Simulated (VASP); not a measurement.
# H in VASP: notebook

H is run at these levels: PBEsol, r2SCAN; tasks: single point.

All numbers are computed with VASP 6.6.1; they aren't measurements. Logs are shortened: lines on timing, memory, paths and dates and some standing lists are left out, and cuts for length are marked.

## Step 1: The cell of the first run

Symmetry: Cc, No. 9, monoclinic system. Conventional cell: a = 3.448 Å, b = 5.536 Å, c = 6.572 Å, α = 90.00°, β = 90.61°, γ = 90.00°. Within 1.1 Å of H (site symmetry 1) lie 1 H at 0.82 Å. H (site symmetry 1) has 1 H at 0.82 Å within 1.1 Å.

## Step 2: Single point, PBEsol (strained and its atoms moved)

The input, INCAR:

```
  ALGO = Normal
  EDIFF = 1E-6
  ENCUT = 520
  GGA = PS
  ISIF = 2
  ISMEAR = 0
  LASPH = True
  LCHARG = False
  LREAL = False
  LWAVE = False
  NBANDS = 10
  NELM = 60
  PREC = Accurate
  SIGMA = 0.02
```

The input, KPOINTS:

```
k-points
0
Gamma
  8 8 4
```

The input, POSCAR:

```
H
1.0
    1.7239192220     -2.7680743172     -0.0090834105
    1.7239192220      2.7680743172     -0.0090834105
   -0.0347888651      0.0000000000      6.5721280319
H
4
Direct
    0.5664644691      0.4141414165      1.0053869147
    0.4385939429      0.5808001715     -0.0053869147
    0.4141414165      0.5664644691      0.5053869147
    0.5808001715      0.4385939429      0.4946130853
```

Potentials or basis: VASP PAW PBE potentials, release 64 (H).

On the command line:

```bash
cat potpaw_PBE.64/H/POTCAR > POTCAR
mpirun -np 1 vasp_std > vasp.out
```

OUTCAR:

```text
EDIFF = 1E-6
   ENCUT = 520
   GGA = PS
   ISIF = 2
   ISMEAR = 0
   LASPH = True
   LREAL = False
   NELM = 60
   PREC = Accurate

 ion  position               nearest neighbor table
   1  0.566  0.414  0.005-   2 0.82
   2  0.439  0.581  0.995-   1 0.82
   3  0.414  0.566  0.505-   4 0.82
   4  0.581  0.439  0.495-   3 0.82

  LATTYP: Found a base centered monoclinic cell.
 ALAT       =     3.4478863046
 B/A-ratio  =     1.6056644986
 C/A-ratio  =     1.9061591730
 COS(beta)  =    -0.0105621462

  Lattice vectors:

 A1 = (   1.7239192220,  -2.7680743172,  -0.0090834105)
 A2 = (   1.7239192220,   2.7680743172,  -0.0090834105)
 A3 = (  -0.0347888651,   0.0000000000,   6.5721280319)

Analysis of symmetry for initial positions (statically):
=====================================================================
 Subroutine PRICEL returns:
 Original cell was already a primitive cell.

 Routine SETGRP: Setting up the symmetry group for a
 base centered monoclinic supercell.

 Subroutine GETGRP returns: Found  2 space group operations
 (whereof  1 operations were pure point group operations)
 out of a pool of  4 trial point group operations.

The static configuration has the point symmetry C_1 .
 The point group associated with its full space group is C_1h.

Analysis of symmetry for dynamics (positions and initial velocities):
=====================================================================
 Subroutine PRICEL returns:
 Original cell was already a primitive cell.

 Routine SETGRP: Setting up the symmetry group for a
 base centered monoclinic supercell.

 Subroutine GETGRP returns: Found  2 space group operations
 (whereof  1 operations were pure point group operations)
 out of a pool of  4 trial point group operations.

The dynamic configuration has the point symmetry C_1 .
 The point group associated with its full space group is C_1h.

 Subroutine INISYM returns: Found  2 space group operations
 (whereof  1 operations are pure point group operations),
 and found     1 'primitive' translations

----------------------------------------------------------------------------------------

                                     Primitive cell

  volume of cell :      62.7218

  direct lattice vectors                    reciprocal lattice vectors
     1.723919222 -2.768074317 -0.009083410     0.290044881 -0.180630988  0.001535322
     1.723919222  2.768074317 -0.009083410     0.290044881  0.180630988  0.001535322
    -0.034788865  0.000000000  6.572128032     0.000801748  0.000000000  0.152161961

  length of vectors
     3.261014477  3.261014477  6.572220107     0.341695690  0.341695690  0.152164074

  position of ions in fractional coordinates (direct lattice)
     0.566464469  0.414141417  0.005386915
     0.438593943  0.580800172  0.994613085
     0.414141417  0.566464469  0.505386915
     0.580800172  0.438593943  0.494613085

  ion indices of the primitive-cell ions
   primitive index   ion index
                 1           1
                 2           2
                 3           3
                 4           4

----------------------------------------------------------------------------------------

 KPOINTS: k-points

Automatic generation of k-mesh.
 Grid dimensions read from file:
 generate k-points for:    8    8    4

 Generating k-lattice:

  Cartesian coordinates                     Fractional coordinates (reciprocal lattice)
     0.036255610 -0.022578874  0.000191915     0.125000000 -0.000000000 -0.000000000
     0.036255610  0.022578874  0.000191915    -0.000000000  0.125000000 -0.000000000
     0.000200437  0.000000000  0.038040490    -0.000000000 -0.000000000  0.250000000

  Length of vectors
     0.042711961  0.042711961  0.038041018

  Shift w.r.t. Gamma in fractional coordinates (k-lattice)
     0.000000000  0.000000000  0.000000000

 Subroutine IBZKPT returns following result:
 ===========================================

 Found     78 irreducible k-points:

 Following reciprocal coordinates:
            Coordinates               Weight
  0.000000  0.000000  0.000000      1.000000
  0.125000 -0.000000  0.000000      4.000000
  0.250000 -0.000000  0.000000      4.000000
  0.375000 -0.000000  0.000000      4.000000
  0.500000 -0.000000  0.000000      2.000000
  0.125000  0.125000  0.000000      2.000000
[... 16 lines left out ...]
  0.125000 -0.000000  0.250000      4.000000
  0.250000 -0.000000  0.250000      4.000000
 [... further k-points ...]
   k-points           NKPTS =     78   k-points in BZ     NKDIM =     78   number of bands    NBANDS=     10
   number of dos      NEDOS =    301   number of ions     NIONS =      4
   total plane-waves  NPLWV =  28800
   dimension x,y,z NGX =    24 NGY =   24 NGZ =   50
   dimension x,y,z NGXF=    48 NGYF=   48 NGZF=  100
   ions per type =               4
   NGX,Y,Z   is equivalent  to a cutoff of  12.24, 12.24, 12.65 a.u.
   NGXF,Y,Z  is equivalent  to a cutoff of  24.47, 24.47, 25.30 a.u.
 SYSTEM =  unknown system
   PREC   = accura    normal or accurate (medium, high low for compatibility)
   ISTART =      0    job   : 0-new  1-cont  2-samecut
   ICHARG =      2    charge: 1-file 2-atom 10-const
   ISPIN  =      1    spin polarized calculation?
   LNONCOLLINEAR =      F non collinear calculations
   LSORBIT =      F    spin-orbit coupling
   LASPH  =      T    aspherical Exc in radial PAW
   ENCUT  =  520.0 eV  38.22 Ry    6.18 a.u.   6.06  6.06 12.22*2*pi/ulx,y,z
   NELM   =     60;   NELMIN=  2; NELMDL= -5     # of ELM steps
   EDIFF  = 0.1E-05   stopping-criterion for ELM
   LREAL  =      F    real-space projection
   EDIFFG = 0.1E-04   stopping-criterion for IOM
   NSW    =      0    number of steps for IOM
   IBRION =     -1    ionic relax: 0-MD 1-quasi-New 2-CG
   NFREE  =      0    steps in history (QN), initial steepest desc. (CG)
   ISIF   =      2    stress and relaxation
   ISYM   =      2    0-nonsym 1-usesym 2-fastsym
   POTIM  = 0.5000    time-step for ionic-motion
   TEBEG  =    0.0;   TEEND  =   0.0 temperature during run
   PSTRESS=    0.0 pullay stress
   NELECT =       4.0000    total number of electrons
   NUPDOWN=      -1.0000    fix difference up-down
   EMIN   =  10.00;   EMAX   =-10.00  energy-range for DOS
   EFERMI =   0.00;   METHOD = LEGACY
   ISMEAR =     0;   SIGMA  =   0.02  broadening in eV -4-tet -1-fermi 0-gaus
   EFERMI_NEDOS =   21; number of points for ismear=-14 and -15
   IALGO  =     38    algorithm
   IMIX   =      4    mixing-type and parameters
     AMIX     =   0.40;   BMIX     =  1.00
     AMIX_MAG =   1.60;   BMIX_MAG =  1.00
  volume/ion in A,a.u.               =      15.68       105.82
  Fermi-wavevector in a.u.,A,eV,Ry     =   0.654067  1.236007  5.820615  0.427803
  Thomas-Fermi vector in A             =   1.724507
   LORBIT       =      0    0 simple, 1 ext, 2 COOP (PROOUT), +10 PAW based schemes
   GGA     = PS    functional components
   LHFCALC =     F    Hartree Fock is set to
   AEXX    =    0.0000 exact exchange contribution
   IVDW    =     0    specifies the selected vdW correction
   LEPSILON=     F    determine dielectric tensor
   LRPA    =     F    only Hartree local field effects (RPA)
 non-spin polarized calculation
 Gauss-broadening in eV      SIGMA  =   0.02
  energy-cutoff  :      520.00
  volume of cell :       62.72
 maximum number of plane-waves:      1724
   NGX = 13   NGY = 13   NGZ = 25

 number of electron       4.0000001 magnetization

 Free energy of the ion-electron system (eV)
  ---------------------------------------------------
  ext. energy  EPLUGINS =         0.00000000
  ---------------------------------------------------
  free energy    TOTEN  =       -12.93365167 eV

  energy without entropy =      -12.93365167  energy(sigma->0) =      -12.93365167

 E-fermi :  -7.9805     XC(G=0):  -4.6372

 val. band max:       -8.1113419919   @ k =   0.5000   0.5000   0.0000
 cond. band min:      -0.5884605451   @ k =   0.5000   0.5000   0.0000
 fundamental gap:      7.5228814468
 Fermi energy:        -7.9804905574

 k-point     1 :       0.0000    0.0000    0.0000
  band No.  band energies     occupation
      1      -9.9725      2.00000
      2      -9.3512      2.00000
      3       0.6147      0.00000
      4       3.6210      0.00000
      5       6.9234      0.00000
      6       7.4363      0.00000
      7       7.9075      0.00000
      8       9.1348      0.00000
      9      11.8064      0.00000
     10      11.8363      0.00000

 k-point     2 :       0.1250   -0.0000    0.0000
  band No.  band energies     occupation
      1      -9.8376      2.00000
      2      -9.2354      2.00000
      3       0.8799      0.00000
      4       3.2106      0.00000
      5       5.9820      0.00000
      6       6.5884      0.00000
      7       8.3612      0.00000
      8       9.3828      0.00000
      9      10.2403      0.00000
     10      12.2167      0.00000

 k-point     3 :       0.2500   -0.0000    0.0000
  band No.  band energies     occupation
      1      -9.4823      2.00000
      2      -8.9346      2.00000
      3       1.6438      0.00000
      4       2.0708      0.00000
      5       4.1348      0.00000
      6       6.2566      0.00000
      7       8.2547      0.00000
      8       8.9335      0.00000
      9      10.0682      0.00000
     10      10.5729      0.00000

 k-point     4 :       0.3750   -0.0000    0.0000
  band No.  band energies     occupation
      1      -9.0729      2.00000
      2      -8.5965      2.00000
      3       0.7987      0.00000
      4       2.7283      0.00000
      5       2.9696      0.00000
      6       6.3196      0.00000
      7       7.5811      0.00000
      8       7.7175      0.00000
      9       8.2650      0.00000
     10      10.8973      0.00000
[... 222 lines left out ...]
 k-point    22 :      -0.0000   -0.0000    0.2500
  band No.  band energies     occupation
      1      -9.8910      2.00000
      2      -9.4533      2.00000
      3       1.0092      0.00000
      4       3.1377      0.00000
      5       6.9949      0.00000
      6       7.3368      0.00000
      7       7.8638      0.00000
      8       8.3978      0.00000
      9      12.0065      0.00000
     10      13.1565      0.00000

 k-point    23 :       0.1250   -0.0000    0.2500
  band No.  band energies     occupation
      1      -9.7571      2.00000
      2      -9.3352      2.00000
      3       1.2502      0.00000
      4       2.9483      0.00000
      5       5.8851      0.00000
      6       6.3638      0.00000
      7       8.0443      0.00000
      8       8.6506      0.00000
      9      11.2556      0.00000
     10      12.7415      0.00000

 k-point    24 :       0.2500   -0.0000    0.2500
  band No.  band energies     occupation
      1      -9.4075      2.00000
      2      -9.0251      2.00000
      3       1.8306      0.00000
      4       2.1634      0.00000
      5       4.1749      0.00000
      6       5.8061      0.00000
      7       7.7761      0.00000
      8       8.5048      0.00000
      9      10.0352      0.00000
     10      10.7203      0.00000

 [... further k-points ...]
[... 5 lines left out ...]
  --------------------------------------------------------------------------------------
  -------------------------------------------------------------------------------------
  Total       -0.0417683     -2.8074951     -0.0224671      0.0000000      0.0000000      0.0198133
  in kB       -1.0669365    -71.7151710     -0.5739033      0.0000000      0.0000000      0.5061144
  external PRESSURE =     -24.4520036 kB  Pullay stress =       0.0000000 kB

 VOLUME and BASIS-vectors are now :
 -----------------------------------------------------------------------------
  energy-cutoff  :      520.00
  volume of cell :       62.72
      direct lattice vectors                 reciprocal lattice vectors
     1.723919222 -2.768074317 -0.009083410     0.290044881 -0.180630988  0.001535322
     1.723919222  2.768074317 -0.009083410     0.290044881  0.180630988  0.001535322
    -0.034788865  0.000000000  6.572128032     0.000801748  0.000000000  0.152161961

 POSITION                                       TOTAL-FORCE (eV/Angst)
 -----------------------------------------------------------------------------------
      1.69030     -0.42164      0.02650         0.141239      1.681686     -0.144230
      1.72275      0.39364      6.52746        -0.141239     -1.681959      0.144230
      1.67290      0.42164      3.31256         0.141239     -1.681686     -0.144230
      1.74015     -0.39364      3.24140        -0.141239      1.681959      0.144230
 -----------------------------------------------------------------------------------
    total drift:                                0.000014      0.000000      0.000008

  FREE ENERGIE OF THE ION-ELECTRON SYSTEM (eV)
  ---------------------------------------------------
  free  energy   TOTEN  =       -12.9336516695 eV

  energy  without entropy=      -12.9336516695  energy(sigma->0) =      -12.93365167
```

Run time: 27 s. Hardware: 1 thread of Intel Xeon 6975P-C, shared host; peak memory 0.18 GiB.

What came out:

* Free energy: -12.9337 eV
* Pressure: -2.4 GPa
* Largest force: 1.694 eV/Å
* Band gap on the k mesh: 7.52 eV

Forces on the atoms (eV/Å):
```
H    0.141  1.682 -0.144
H   -0.141 -1.682  0.144
H    0.141 -1.682 -0.144
H   -0.141  1.682  0.144
```

Stress tensor (GPa, compression positive):
```
-0.11  0.00  0.05
 0.00 -7.17  0.00
 0.05  0.00 -0.06
```

Levels at points of the mesh, in eV from the valence-band top:
```
           k point  band 1  band 2  band 3  band 4  band 5
(0.00, 0.00, 0.00)   -1.86   -1.24    8.73   11.73   15.03
(0.50, 0.00, 0.00)   -0.77   -0.33    8.40   10.32   12.26
(0.50, 0.50, 0.00)   -0.40    0.00    7.52    9.05   13.01
(0.00, 0.00, 0.50)   -1.57   -1.57   10.13   10.13   15.27
(0.50, 0.00, 0.50)   -0.59   -0.53    8.93    9.32   13.63
(0.50, 0.50, 0.50)   -0.21   -0.21    8.14    8.14   14.05
```

Caveat: the cell differs from its parent crystal (strained and its atoms moved); the PAW data sets were made with another functional, which shifts forces and pressure a little. A k mesh can miss the band edges.

## Step 3: Single point, PBEsol (strained and its atoms moved)

The input, INCAR:

```
SYSTEM = H
  PREC = Accurate
  ENCUT = 520
  EDIFF = 1E-6
  ISMEAR = 0
  SIGMA = 0.02
  LREAL = .False.
  LASPH = .True.
  NELM = 80
  ALGO = Normal
  ISIF = 2
  LWAVE = .False.
  LCHARG = .False.
  GGA = PS
  NBANDS = 10
```

The input, KPOINTS:

```
Automatic mesh
0
Gamma
  8 8 4
  0 0 0
```

The input, POSCAR:

```
H
1.0
    1.6143053677     -2.6185446168      0.0000000000
    1.6094975964      2.6156432007      0.0000000000
    0.0000000000      0.0000000000      6.1086342775
H
4
Direct
    0.5726605562      0.4422282095      0.9979552423
    0.4273394438      0.5577717905      0.0020447577
    0.4273394438      0.5577717905      0.4979552423
    0.5726605562      0.4422282095      0.5020447577
```

Potentials or basis: VASP PAW PBE potentials, release 64 (H).

On the command line:

```bash
cat potpaw_PBE.64/H/POTCAR > POTCAR
mpirun -np 1 vasp_std > vasp.out
```

OUTCAR:

```text
SYSTEM = H
   PREC = Accurate
   ENCUT = 520
   EDIFF = 1E-6
   ISMEAR = 0
   LREAL = .False.
   LASPH = .True.
   NELM = 80
   ISIF = 2
   GGA = PS

 ion  position               nearest neighbor table
   1  0.573  0.442  0.998-   2 0.68
   2  0.427  0.558  0.002-   1 0.68
   3  0.427  0.558  0.498-   4 0.68
   4  0.573  0.442  0.502-   3 0.68

  Warning from LATTYP: Monoclinic adjustment (A1->A3, A2->A1, A3->A2)!
[... 506 lines left out ...]
      7       6.0986      0.00000
      8       8.0036      0.00000
      9      10.2663      0.00000
     10      11.7673      0.00000

 [... further k-points ...]
[... 5 lines left out ...]
  --------------------------------------------------------------------------------------
  -------------------------------------------------------------------------------------
  Total        0.0368756      4.2525047      0.0356392     -0.3058868      0.0000000      0.0000000
  in kB        1.1463512    132.1976773      1.1079167     -9.5091066      0.0000000      0.0000000
  external PRESSURE =      44.8173151 kB  Pullay stress =       0.0000000 kB

 VOLUME and BASIS-vectors are now :
 -----------------------------------------------------------------------------
  energy-cutoff  :      520.00
  volume of cell :       51.54
      direct lattice vectors                 reciprocal lattice vectors
     1.614305368 -2.618544617  0.000000000     0.310020965 -0.190766844  0.000000000
     1.609497596  2.615643201  0.000000000     0.310364857  0.191336688  0.000000000
     0.000000000  0.000000000  6.108634278     0.000000000  0.000000000  0.163702712

 POSITION                                       TOTAL-FORCE (eV/Angst)
 -----------------------------------------------------------------------------------
      1.63621     -0.34283      6.09614         0.220294     -3.122187     -0.115363
      1.58759      0.33992      0.01249        -0.220294      3.122187      0.115363
      1.58759      0.33992      3.04183        -0.220294      3.122187     -0.115363
      1.63621     -0.34283      3.06681         0.220294     -3.122187      0.115363
 -----------------------------------------------------------------------------------
    total drift:                                0.000000     -0.000000     -0.000000

  FREE ENERGIE OF THE ION-ELECTRON SYSTEM (eV)
  ---------------------------------------------------
  free  energy   TOTEN  =       -12.8239961993 eV

  energy  without entropy=      -12.8239961993  energy(sigma->0) =      -12.82399620
```

Wall time 29 s (1 thread of Intel Xeon 6975P-C, shared host); peak memory 0.18 GiB.

Results:

* Free energy: -12.8240 eV
* Pressure: 4.5 GPa
* Largest force: 3.132 eV/Å
* Band gap on the k mesh: 8.75 eV

Forces on the atoms (eV/Å):
```
H    0.220 -3.122 -0.115
H   -0.220  3.122  0.115
H   -0.220  3.122 -0.115
H    0.220 -3.122  0.115
```

Levels at points of the mesh, in eV from the valence-band top:
```
           k point  band 1  band 2  band 3  band 4  band 5
(0.00, 0.00, 0.00)   -2.12   -1.33    9.48   12.85   17.68
(0.50, 0.00, 0.00)   -0.85   -0.29    9.34   11.78   13.54
(0.00, 0.50, 0.00)   -0.87   -0.32    9.59   12.13   13.52
(0.50, 0.50, 0.00)   -0.52    0.00    8.75   10.85   14.23
(0.00, 0.00, 0.50)   -1.75   -1.75   11.11   11.11   17.68
(0.50, 0.00, 0.50)   -0.58   -0.58   10.21   10.21   15.15
(0.00, 0.50, 0.50)   -0.61   -0.61   10.48   10.48   15.14
(0.50, 0.50, 0.50)   -0.27   -0.27    9.55    9.55   15.49
```

Caveat: the cell differs from its parent crystal (strained and its atoms moved); the PAW data sets were made with another functional, which shifts forces and pressure a little. A k mesh can miss the band edges.

(Continued in part 2 of 2.)
